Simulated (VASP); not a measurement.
A run of VASP 6.6.1 is set up as follows.

File INCAR:

```
ALGO     = Normal         # electronic algorithm
EDIFF    = 1E-7           # SCF threshold, eV
ENCUT    = 520            # plane-wave cutoff, eV
GGA      = PE             # functional
ISIF     = 2              # what is computed and relaxed
ISMEAR   = 0              # smearing method
LASPH    = True           # aspherical terms in the spheres
LCHARG   = False          # write CHGCAR
LREAL    = False          # projectors in reciprocal space
LWAVE    = False          # write WAVECAR
NBANDS   = 11             # bands
NELM     = 60             # most SCF steps
PREC     = Accurate       # precision mode
SIGMA    = 0.1            # smearing width, eV
```

The input KPOINTS:

```
k-points
0
Gamma
  18 18 12
```

File POSCAR:

```
MgB2
1.0
    3.1537951024      0.0000000000      0.0000000000
   -1.5768975512      2.7312666770      0.0000000000
    0.0000000000      0.0000000000      3.6855969365
Mg B
1 2
Direct
    0.0000000000      0.0000000000      0.0000000000
    0.3333333333      0.6666666667      0.5000000000
    0.6666666667      0.3333333333      0.5000000000
```

Potentials or basis: VASP PAW PBE potentials, release 64 (Mg, B).

Command:

```console
$ cat potpaw_PBE.64/Mg/POTCAR potpaw_PBE.64/B/POTCAR > POTCAR
$ mpirun -np 1 vasp_std > vasp.out
```

Q: Predict the band gap on the k mesh.

A: Zero (band 4 reaches 6.29 eV, above the bottom of band 5 at 2.85 eV).

Q: What does it give for the pressure?

A: -11.7 GPa.

Stress tensor (GPa, compression positive):
```
-11.67   0.00   0.00
  0.00 -11.67   0.00
  0.00   0.00 -11.84
```
